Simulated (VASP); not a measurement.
# B (Fm-3m) in VASP: further runs

The runs below take B through single point, relaxation of cell and atoms, with PBE.

Program: VASP 6.6.1. These are calculated values, not measurements. Logs are shortened: lines on timing, memory, paths and dates and some standing lists are left out, and cuts for length are marked.

## (1) The cell of the first run

It takes space group Fm-3m (No. 225, cubic). The conventional cell has a = 2.866 Å, b = 2.866 Å, c = 2.866 Å, α = 90.00°, β = 90.00°, γ = 90.00°. Within 2.7 Å of B (site symmetry m-3m) lie 12 B at 2.03 Å.

## (2) Single point, PBE

INCAR reads:

```
SYSTEM = B
PREC = Accurate ; ENCUT = 500
EDIFF = 1E-6 ; ISMEAR = 0
SIGMA = 0.1 ; LREAL = .False.
LASPH = .True. ; NELM = 120
ALGO = Normal ; ISIF = 2
LWAVE = .False. ; LCHARG = .True.
GGA = PE ; LELF = .True.
LVHAR = .True. ; NBANDS = 8
GGA_COMPAT = .False.
```

KPOINTS reads:

```
Automatic mesh
0
Gamma
  10 10 10
  0 0 0
```

POSCAR reads:

```
B
1.0
    0.0000000000      1.4328150682      1.4328150682
    1.4328150682      0.0000000000      1.4328150682
    1.4328150682      1.4328150682      0.0000000000
B
1
Direct
    0.0000000000      0.0000000000      0.0000000000
```

Potentials or basis: VASP PAW PBE potentials, release 64 (B).

The run is started by

```
$ cat potpaw_PBE.64/B/POTCAR > POTCAR
$ mpirun -np 1 vasp_std > vasp.out
```

OUTCAR:

```text
SYSTEM = B
   PREC = Accurate
   ENCUT = 500
   EDIFF = 1E-6
   ISMEAR = 0
   LREAL = .False.
   LASPH = .True.
   NELM = 120
   ISIF = 2
   GGA = PE

 ion  position               nearest neighbor table
   1  0.000  0.000  0.000-

  LATTYP: Found a face centered cubic cell.
 ALAT       =     2.8656301364

  Lattice vectors:

 A1 = (   0.0000000000,   1.4328150682,   1.4328150682)
 A2 = (   1.4328150682,   0.0000000000,   1.4328150682)
 A3 = (   1.4328150682,   1.4328150682,   0.0000000000)

Analysis of symmetry for initial positions (statically):
=====================================================================
 Subroutine PRICEL returns:
 Original cell was already a primitive cell.

 Routine SETGRP: Setting up the symmetry group for a
 face centered cubic supercell.

 Subroutine GETGRP returns: Found 48 space group operations
 (whereof 48 operations were pure point group operations)
 out of a pool of 48 trial point group operations.

The static configuration has the point symmetry O_h .

Analysis of symmetry for dynamics (positions and initial velocities):
=====================================================================
 Subroutine PRICEL returns:
 Original cell was already a primitive cell.

 Routine SETGRP: Setting up the symmetry group for a
 face centered cubic supercell.

 Subroutine GETGRP returns: Found 48 space group operations
 (whereof 48 operations were pure point group operations)
 out of a pool of 48 trial point group operations.

The dynamic configuration has the point symmetry O_h .

 Subroutine INISYM returns: Found 48 space group operations
 (whereof 48 operations are pure point group operations),
 and found     1 'primitive' translations

----------------------------------------------------------------------------------------

                                     Primitive cell

  volume of cell :       5.8830

  direct lattice vectors                    reciprocal lattice vectors
     0.000000000  1.432815068  1.432815068    -0.348963388  0.348963388  0.348963388
     1.432815068  0.000000000  1.432815068     0.348963388 -0.348963388  0.348963388
     1.432815068  1.432815068  0.000000000     0.348963388  0.348963388 -0.348963388

  length of vectors
     2.026306502  2.026306502  2.026306502     0.604422317  0.604422317  0.604422317

  position of ions in fractional coordinates (direct lattice)
     0.000000000  0.000000000  0.000000000

  ion indices of the primitive-cell ions
   primitive index   ion index
                 1           1

----------------------------------------------------------------------------------------

 KPOINTS: Automatic mesh

Automatic generation of k-mesh.
 Grid dimensions read from file:
 generate k-points for:   10   10   10

 Generating k-lattice:

  Cartesian coordinates                     Fractional coordinates (reciprocal lattice)
    -0.034896339  0.034896339  0.034896339     0.100000000  0.000000000  0.000000000
     0.034896339 -0.034896339  0.034896339     0.000000000  0.100000000  0.000000000
     0.034896339  0.034896339 -0.034896339     0.000000000  0.000000000  0.100000000

  Length of vectors
     0.060442232  0.060442232  0.060442232

  Shift w.r.t. Gamma in fractional coordinates (k-lattice)
     0.000000000  0.000000000  0.000000000

 Subroutine IBZKPT returns following result:
 ===========================================

 Found     47 irreducible k-points:

 Following reciprocal coordinates:
            Coordinates               Weight
  0.000000  0.000000  0.000000      1.000000
  0.100000  0.000000  0.000000      8.000000
  0.200000  0.000000  0.000000      8.000000
  0.300000  0.000000  0.000000      8.000000
  0.400000  0.000000  0.000000      8.000000
  0.500000  0.000000  0.000000      4.000000
[... 16 lines left out ...]
  0.300000  0.300000  0.000000      6.000000
  0.400000  0.300000  0.000000     24.000000
 [... further k-points ...]
   k-points           NKPTS =     47   k-points in BZ     NKDIM =     47   number of bands    NBANDS=      8
   number of dos      NEDOS =    301   number of ions     NIONS =      1
   total plane-waves  NPLWV =   4096
   dimension x,y,z NGX =    16 NGY =   16 NGZ =   16
   dimension x,y,z NGXF=    32 NGYF=   32 NGZF=   32
   ions per type =               1
   NGX,Y,Z   is equivalent  to a cutoff of  13.13, 13.13, 13.13 a.u.
   NGXF,Y,Z  is equivalent  to a cutoff of  26.25, 26.25, 26.25 a.u.
 SYSTEM =  B
   PREC   = accura    normal or accurate (medium, high low for compatibility)
   ISTART =      0    job   : 0-new  1-cont  2-samecut
   ICHARG =      2    charge: 1-file 2-atom 10-const
   ISPIN  =      1    spin polarized calculation?
   LNONCOLLINEAR =      F non collinear calculations
   LSORBIT =      F    spin-orbit coupling
   LASPH  =      T    aspherical Exc in radial PAW
   ENCUT  =  500.0 eV  36.75 Ry    6.06 a.u.   3.69  3.69  3.69*2*pi/ulx,y,z
   NELM   =    120;   NELMIN=  2; NELMDL= -5     # of ELM steps
   EDIFF  = 0.1E-05   stopping-criterion for ELM
   LREAL  =      F    real-space projection
   EDIFFG = 0.1E-04   stopping-criterion for IOM
   NSW    =      0    number of steps for IOM
   IBRION =     -1    ionic relax: 0-MD 1-quasi-New 2-CG
   NFREE  =      0    steps in history (QN), initial steepest desc. (CG)
   ISIF   =      2    stress and relaxation
   ISYM   =      2    0-nonsym 1-usesym 2-fastsym
   POTIM  = 0.5000    time-step for ionic-motion
   TEBEG  =    0.0;   TEEND  =   0.0 temperature during run
   PSTRESS=    0.0 pullay stress
   NELECT =       3.0000    total number of electrons
   NUPDOWN=      -1.0000    fix difference up-down
   EMIN   =  10.00;   EMAX   =-10.00  energy-range for DOS
   EFERMI =   0.00;   METHOD = LEGACY
   ISMEAR =     0;   SIGMA  =   0.10  broadening in eV -4-tet -1-fermi 0-gaus
   EFERMI_NEDOS =   21; number of points for ismear=-14 and -15
   IALGO  =     38    algorithm
   IMIX   =      4    mixing-type and parameters
     AMIX     =   0.40;   BMIX     =  1.00
     AMIX_MAG =   1.60;   BMIX_MAG =  1.00
  volume/ion in A,a.u.               =       5.88        39.70
  Fermi-wavevector in a.u.,A,eV,Ry     =   1.307922  2.471614 23.274934  1.710659
  Thomas-Fermi vector in A             =   2.438624
   LORBIT       =      0    0 simple, 1 ext, 2 COOP (PROOUT), +10 PAW based schemes
   GGA     = PE    functional components
   LHFCALC =     F    Hartree Fock is set to
   AEXX    =    0.0000 exact exchange contribution
   IVDW    =     0    specifies the selected vdW correction
   LEPSILON=     F    determine dielectric tensor
   LRPA    =     F    only Hartree local field effects (RPA)
 non-spin polarized calculation
 Gauss-broadening in eV      SIGMA  =   0.10
  energy-cutoff  :      500.00
  volume of cell :        5.88
 maximum number of plane-waves:       169
   NGX =  7   NGY =  7   NGZ =  7

 number of electron       3.0000000 magnetization

 Free energy of the ion-electron system (eV)
  ---------------------------------------------------
  ext. energy  EPLUGINS =         0.00000000
  ---------------------------------------------------
  free energy    TOTEN  =        -5.33657825 eV

  energy without entropy =       -5.33508076  energy(sigma->0) =       -5.33582950

 E-fermi :  10.5624     XC(G=0): -13.0253

 val. band max:       10.4456049364   @ k =  -0.4000   0.5000   0.1000
 cond. band min:      10.6321622684   @ k =  -0.3000   0.2000   0.0000
 fundamental gap:      0.1865573319
 Fermi energy:        10.5624393987

 k-point     1 :       0.0000    0.0000    0.0000
  band No.  band energies     occupation
      1      -8.6266      2.00000
      2      26.5805      0.00000
      3      26.5805      0.00000
      4      26.5805      0.00000
      5      43.0781      0.00000
      6      43.0781      0.00000
      7      43.0781      0.00000
      8      46.8269      0.00000

 k-point     2 :       0.1000    0.0000    0.0000
  band No.  band energies     occupation
      1      -8.1894      2.00000
      2      24.4825      0.00000
      3      26.1575      0.00000
      4      26.1575      0.00000
      5      40.4803      0.00000
      6      43.9834      0.00000
      7      43.9834      0.00000
      8      51.2350      0.00000

 k-point     3 :       0.2000    0.0000    0.0000
  band No.  band energies     occupation
      1      -6.8800      2.00000
      2      19.3716      0.00000
      3      25.2441      0.00000
      4      25.2441      0.00000
      5      40.0370      0.00000
      6      44.5829      0.00000
      7      44.5829      0.00000
      8      47.7366      0.00000

 k-point     4 :       0.3000    0.0000    0.0000
  band No.  band energies     occupation
      1      -4.7160      2.00000
      2      13.5071      0.00000
      3      24.3755      0.00000
      4      24.3755      0.00000
      5      41.4476      0.00000
      6      42.4666      0.00000
      7      42.4666      0.00000
      8      44.9065      0.00000

 k-point     5 :       0.4000    0.0000    0.0000
  band No.  band energies     occupation
      1      -1.8065      2.00000
      2       8.1374      2.00000
      3      23.8154      0.00000
      4      23.8154      0.00000
      5      40.5402      0.00000
      6      40.5402      0.00000
      7      42.6109      0.00000
      8      44.0082      0.00000
[... 177 lines left out ...]
 k-point    22 :      -0.2000    0.2000    0.0000
  band No.  band energies     occupation
      1      -3.9734      2.00000
      2      15.2622      0.00000
      3      18.2145      0.00000
      4      24.8155      0.00000
      5      37.8568      0.00000
      6      41.5923      0.00000
      7      44.9591      0.00000
      8      48.8900      0.00000

 k-point    23 :       0.3000    0.3000    0.0000
  band No.  band energies     occupation
      1      -3.4118      2.00000
      2      19.0641      0.00000
      3      19.0641      0.00000
      4      20.6705      0.00000
      5      29.4990      0.00000
      6      32.2490      0.00000
      7      56.0023      0.00000
      8      56.0023      0.00000

 k-point    24 :       0.4000    0.3000    0.0000
  band No.  band energies     occupation
      1      -1.2899      2.00000
      2      15.6857      0.00000
      3      17.7386      0.00000
      4      18.3145      0.00000
      5      29.9094      0.00000
      6      32.6667      0.00000
      7      55.9772      0.00000
      8      57.8527      0.00000

 [... further k-points ...]

------------------------ aborting loop because EDIFF is reached ----------------------------------------

  FORCE on cell =-STRESS in cart. coord.  units (eV):
  Direction    XX          YY          ZZ          XY          YZ          ZX
  --------------------------------------------------------------------------------------
  -------------------------------------------------------------------------------------
  Total        0.0033823      0.0033823      0.0033823      0.0000000      0.0000000     -0.0000000
  in kB        0.9211248      0.9211248      0.9211248      0.0000000      0.0000000     -0.0000000
  external PRESSURE =       0.9211248 kB  Pullay stress =       0.0000000 kB

 VOLUME and BASIS-vectors are now :
 -----------------------------------------------------------------------------
  energy-cutoff  :      500.00
  volume of cell :        5.88
      direct lattice vectors                 reciprocal lattice vectors
     0.000000000  1.432815068  1.432815068    -0.348963388  0.348963388  0.348963388
     1.432815068  0.000000000  1.432815068     0.348963388 -0.348963388  0.348963388
     1.432815068  1.432815068  0.000000000     0.348963388  0.348963388 -0.348963388

 POSITION                                       TOTAL-FORCE (eV/Angst)
 -----------------------------------------------------------------------------------
      0.00000      0.00000      0.00000         0.000000      0.000000      0.000000
 -----------------------------------------------------------------------------------
    total drift:                                0.000000     -0.000000      0.000000

  FREE ENERGIE OF THE ION-ELECTRON SYSTEM (eV)
  ---------------------------------------------------
  free  energy   TOTEN  =        -5.3365782480 eV

  energy  without entropy=       -5.3350807571  energy(sigma->0) =       -5.33582950
```

It took 5.1 s on 1 thread of AMD EPYC 7R13, shared host; peak memory 0.08 GiB.

Results:

```yaml
Free_energy: -5.3366 eV
Pressure: 0.1 GPa
```

Caveat: the k points lie up to 0.38 Å⁻¹ apart.

## (3) Relaxation of cell and atoms, PBE

This run uses another cell than the first one, of 7.34 Å³/atom, 1.248 times its volume.

INCAR reads:

```
ALGO = Normal ; EDIFF = 1E-7
EDIFFG = -0.04 ; ENCUT = 500
GGA = PE ; GGA_COMPAT = F
IBRION = 2 ; ISIF = 3
ISMEAR = 0 ; LASPH = T
LCHARG = F ; LREAL = F
LWAVE = F ; NELM = 120
NELMIN = 4 ; NSW = 90
PREC = Accurate ; SIGMA = 0.1
```

KPOINTS reads:

```
k-points
0
Gamma
  10 10 10
```

POSCAR reads:

```
B
1.0
    0.0000000000      1.5425117484      1.5425117484
    1.5425117484      0.0000000000      1.5425117484
    1.5425117484      1.5425117484      0.0000000000
B
1
Direct
    0.0000000000      0.0000000000      0.0000000000
```

Potentials or basis: VASP PAW PBE potentials, release 64 (B).

The run is started by

```
$ cat potpaw_PBE.64/B/POTCAR > POTCAR
$ mpirun -np 1 vasp_std > vasp.out
```

It took 5.2 s on 1 thread of AMD EPYC 7R13, shared host; peak memory 0.08 GiB.

It converged, with:

```yaml
Free_energy: -5.3382 eV
Relaxed_volume: 5.88 Å³/atom
Relaxed_cell: a = 2.025 Å, b = 2.025 Å, c = 2.025 Å, α = 60.00°, β = 60.00°, γ = 60.00°
Space_group_after_relaxing_to_0.05_Å: Fm-3m (No. 225)
Energy_gained_by_relaxing: 220.3 meV/atom
Ionic_steps: 3
Pressure_after_relaxing: 0.3 GPa
```

Step by step:
```tsv
step	energy change (eV)	largest force (eV/Å)	pressure (GPa)	volume (Å³)
1	0.0000	0.0000	-40.48	7.34
2	-0.2016	0.0000	18.36	5.54
3	-0.2203	0.0000	0.35	5.88
```

Final structure:
```
CELL_PARAMETERS angstrom
0.00000 1.43217 1.43217
1.43217 0.00000 1.43217
1.43217 1.43217 0.00000
ATOMIC_POSITIONS crystal
B 0.00000 0.00000 0.00000
```

Levels at points of the mesh, in eV from the Fermi level:
```
           k point  band 1  band 2  band 3  band 4
(0.00, 0.00, 0.00)  -19.20   16.04   16.04   16.04
(0.50, 0.00, 0.00)  -10.02   -5.64   13.08   13.08
(0.50, 0.50, 0.00)   -7.21   -0.25    6.12    6.12
```

Caveat: the volume moved by over 15 % at a fixed basis, so the end points are rough.
